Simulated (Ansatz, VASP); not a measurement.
Ir in VASP and in Ansatz

```
Ir
1.0
     0.00000    1.97562    1.97562
     1.97562    0.00000    1.97562
     1.97562    1.97562    0.00000
Ir
1
Direct
  0.00000 0.00000 0.00000
```

Alike in both runs: task single point; functional PBE; k mesh 22 × 22 × 22; occupations gaussian, width 0.15 eV; no spin polarisation.

|  | VASP | Ansatz |
| --- | --- | --- |
| version | VASP 6.6.1 | Ansatz 0.2.0 |
| potentials or method | VASP PAW PBE potentials, release 64 (Ir), cutoff 520 eV | scalar-relativistic, plane waves, PAW |
| valence electrons in the cell | 9 | 17 |

```csv
,VASP,Ansatz,Ansatz less VASP
gap on the k mesh at the Fermi level (eV),none,none,-
pressure (GPa),-17.9,-18.3,-0.39
```

A gap of «none» marks a metal or a gap that the smearing closes. VASP's potentials hold 9 valence electrons a cell and Ansatz's 17, so a difference there can come from the potentials and not from the codes.

Neither program's run includes spin-orbit coupling.
